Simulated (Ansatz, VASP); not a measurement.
Given: the input of a run of Ansatz 0.2.0 on NaLaMnMoO6.

input.yaml

```yaml
crystal:
  lattice:
    - [4.72242, -2.73688, 0.00204]
    - [4.72242, 2.73688, 0.00204]
    - [-3.17796, 0.0, 4.47]
  atoms:
    - { symbol: Na, position: [0.25021, 0.25021, 0.74459] }
    - { symbol: La, position: [0.75117, 0.75117, 0.25707] }
    - { symbol: Mn, position: [0.49918, 0.49918, 0.49917], spin: 4.0 }
    - { symbol: Mo, position: [0.0011, 0.0011, 0.00114], spin: 1.0 }
    - { symbol: O, position: [0.28503, 0.78106, 0.2852] }
    - { symbol: O, position: [0.78106, 0.28503, 0.2852] }
    - { symbol: O, position: [0.25187, 0.25187, 0.18775] }
    - { symbol: O, position: [0.74777, 0.74777, 0.81124] }
    - { symbol: O, position: [0.21883, 0.71407, 0.71525] }
    - { symbol: O, position: [0.71407, 0.21883, 0.71525] }
hamiltonian:
  xc: pbe
  pseudopotentials: { kind: paw }
  dispersion: d4
magnetization:
  spin_polarized: true
kpoints:
  mp_grid: { grid: [5, 5, 5] }
scf:
  occupations: { method: fermi_dirac, width: 0.05 }
output:
  forces: true
  stress: true
  eigenvalues: true
relax:
  f_tol: 0.01
  max_steps: 40
  cell: { stress_tol: 0.05 }
```

Potentials or basis: Ansatz PAW.

The run is started by

```bash
$ ansatz run input.yaml --threads 8 --pin off --max-ram 20480MiB --backend cpu --events-out ev --progress --plain --runs-dir out
```

Question: Set up the same calculation for VASP 6.6.1. Potentials there: VASP PAW PBE potentials, release 64 (Na_pv, La, Mn_pv, Mo_sv, O).

Answer: As run (the cutoff follows the program's own potentials):

File INCAR:

```
ALGO = Normal ; EDIFF = 1E-7
EDIFFG = -0.01 ; ENCUT = 600
GGA = PE ; GGA_COMPAT = F
IBRION = 2 ; ISIF = 3
ISMEAR = -1 ; ISPIN = 2
IVDW = 13 ; KPAR = 4
LASPH = T ; LCHARG = F
LMAXMIX = 6 ; LORBIT = 11
LREAL = F ; LWAVE = F
MAGMOM = 0 0 4 1 0 0 0 0 0 0 ; NELM = 200
NELMIN = 4 ; NSW = 60
PREC = Accurate ; SIGMA = 0.05
```

Contents of KPOINTS:

```
k-points
0
Gamma
  5 5 5
```

POSCAR

```
NaLaMnMoO6
1.0
    4.7224200000     -2.7368800000      0.0020400000
    4.7224200000      2.7368800000      0.0020400000
   -3.1779600000      0.0000000000      4.4700000000
Na La Mn Mo O
1 1 1 1 6
Direct
    0.2502100000      0.2502100000      0.7445900000
    0.7511700000      0.7511700000      0.2570700000
    0.4991800000      0.4991800000      0.4991700000
    0.0011000000      0.0011000000      0.0011400000
    0.2850300000      0.7810600000      0.2852000000
    0.7810600000      0.2850300000      0.2852000000
    0.2518700000      0.2518700000      0.1877500000
    0.7477700000      0.7477700000      0.8112400000
    0.2188300000      0.7140700000      0.7152500000
    0.7140700000      0.2188300000      0.7152500000
```

Potentials or basis: VASP PAW PBE potentials, release 64 (Na_pv, La, Mn_pv, Mo_sv, O).

Launch:

```console
$ cat potpaw_PBE.64/Na_pv/POTCAR potpaw_PBE.64/La/POTCAR potpaw_PBE.64/Mn_pv/POTCAR potpaw_PBE.64/Mo_sv/POTCAR potpaw_PBE.64/O/POTCAR > POTCAR
$ mpirun -np 4 vasp_std > vasp.out
```

Both were run:

|  | VASP | Ansatz | Ansatz less VASP |
| --- | --- | --- | --- |
| gap on the k mesh at the Fermi level, each at its own relaxed structure (eV) | none | none | - |
| net moment per atom (μB) | 0.26 | 0.25 | -0.007 |
| size of the moment on the site where the two differ most (μB) | 2.83 | 2.49 | -0.336 |
| relaxed volume (Å³/atom) | 11.48 | 11.46 | -0.018 |
| relaxed length of the cell vector where the two differ most in proportion (Å) | 5.483 | 5.476 | -0.0065 |

Site moments also hang on the region over which each program counts them. A gap of «none» marks a metal or a gap that the smearing closes. VASP's potentials hold 81 valence electrons a cell and Ansatz's 85, so a difference there can come from the potentials and not from the codes.

Neither program's run includes spin-orbit coupling. Noted on Ansatz's run: the plane-wave basis is chosen anew once the cell has moved, so the energies of steps on either side of that aren't comparable.
